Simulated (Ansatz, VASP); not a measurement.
## One calculation of GaAs, two programs

INCAR

```
SYSTEM = GaAs
PREC = Accurate
ENCUT = 520
EDIFF = 1E-7
ISMEAR = -1
SIGMA = 0.05
LREAL = .False.
LASPH = .True.
NELM = 100
ALGO = Normal
ISIF = 2
LWAVE = .False.
LCHARG = .False.
GGA = PS
NBANDS = 16
```

KPOINTS

```
Automatic mesh
0
Gamma
  9 9 8
  0 0 0
```

File POSCAR:

```
GaAs
1.0
    3.6064012100      0.0000000000      0.0000000000
   -1.8032006000      3.1232350600      0.0000000000
    0.0000000000      0.0000000000      3.5731941600
Ga As
1 1
Direct
    0.3333333300      0.6666666700      0.5000000000
    0.0000000000      0.0000000000      0.0000000000
```

Contents of input.yaml:

```yaml
crystal:
  lattice:
    - [3.60640121, 0.0, 0.0]
    - [-1.8032006, 3.12323506, 0.0]
    - [0.0, 0.0, 3.57319416]
  atoms:
    - { symbol: Ga, position: [0.33333333, 0.66666667, 0.5] }
    - { symbol: As, position: [0.0, 0.0, 0.0] }
hamiltonian:
  xc: pbesol
  pseudopotentials: { kind: paw }
kpoints:
  mp_grid: { grid: [9, 9, 8] }
  band_path:
    path:
      - [[0.0, 0.0, 0.0], [0.5, 0.0, 0.0], [0.3333333333, 0.3333333333, 0.0], [0.0, 0.0, 0.0], [0.0, 0.0, 0.5], [0.5, 0.0, 0.5], [0.3333333333, 0.3333333333, 0.5], [0.0, 0.0, 0.5]]
      - [[0.5, 0.0, 0.5], [0.5, 0.0, 0.0]]
      - [[0.3333333333, 0.3333333333, 0.0], [0.3333333333, 0.3333333333, 0.5]]
    npoints: 14
scf:
  occupations: { method: fermi_dirac, width: 0.05 }
  n_extra_bands: 6
output:
  forces: true
  stress: true
  eigenvalues: true
  fatbands: false
```

Alike in both runs: functional PBEsol; k mesh 9 × 9 × 8; occupations fermi-dirac, width 0.05 eV; no spin polarisation.

|  | VASP | Ansatz |
| --- | --- | --- |
| version | VASP 6.6.1 | Ansatz 0.2.0 |
| potentials or method | VASP PAW PBE potentials, release 64 (Ga_d, As) | Ansatz PAW |
| plane-wave cutoff (eV) | 520 | 420 |
| valence electrons in the cell | 18 | 28 |
| task | single point | band structure |

Ansatz gave:

```
gap on the k mesh at the Fermi level (eV)                     : none
pressure (GPa)                                                : -4.0
traceless stress, the component that is largest in VASP (GPa) : -2.74
```

Question: Estimate VASP's values.

Answer: gap on the k mesh at the Fermi level (eV): none; pressure (GPa): -3.8; traceless stress, the component that is largest in VASP (GPa): -2.68.

VASP's potentials were made for PBE, not for PBEsol. A gap of «none» marks a metal or a gap that the smearing closes. VASP's potentials hold 18 valence electrons a cell and Ansatz's 28, so a difference there can come from the potentials and not from the codes.
